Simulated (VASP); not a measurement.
## Al: single point with PBE

The system is Al.

```
CELL_PARAMETERS angstrom
5.29313 0.00000 0.00000
0.00000 5.68022 0.00000
-1.76438 0.00000 2.24862
ATOMIC_POSITIONS crystal
Al 0.00000 0.50000 0.00000
Al 0.50000 0.75000 0.00000
Al 0.00000 0.00000 0.00000
Al 0.50000 0.25000 0.00000
```

```yaml
Program: VASP 6.6.1
Task: single point
Functional: PBE
Potentials_or_basis: VASP PAW PBE potentials, release 64 (Al)
Cutoff: 520 eV
k_mesh: 7 × 6 × 15
Occupations: gaussian, width 0.1 eV
Spin: no spin polarisation
Dipole_correction: no
Further_INCAR_settings: ALGO = Fast; EDIFF = 1e-07; NBANDS = 14
```

* Pressure: -1.1 GPa
* Band gap on the k mesh: zero (band 6 reaches 9.31 eV, above the bottom of band 7 at 5.42 eV)

Stress tensor (GPa, compression positive):
```
-4.58  0.00  1.21
 0.00  0.42  0.00
 1.21  0.00  0.88
```

Levels at points of the mesh, in eV from the Fermi level:
| k point | band 2 | band 3 | band 4 | band 5 | band 6 | band 7 | band 8 | band 9 | band 10 | band 11 |
| --- | --- | --- | --- | --- | --- | --- | --- | --- | --- | --- |
| (0.00, 0.00, 0.00) | -6.46 | -6.46 | -3.19 | -2.05 | 1.04 | 1.04 | 2.34 | 2.34 | 5.55 | 5.97 |
| (0.00, 0.50, 0.00) | -9.84 | -2.14 | -2.14 | -1.21 | -1.21 | -0.72 | -0.72 | 6.33 | 6.33 | 6.95 |

Run time: 110 s on 1 thread of Intel(R) Xeon(R) 6975P-C (Granite Rapids) (shared host), peak memory 0.29 GiB.
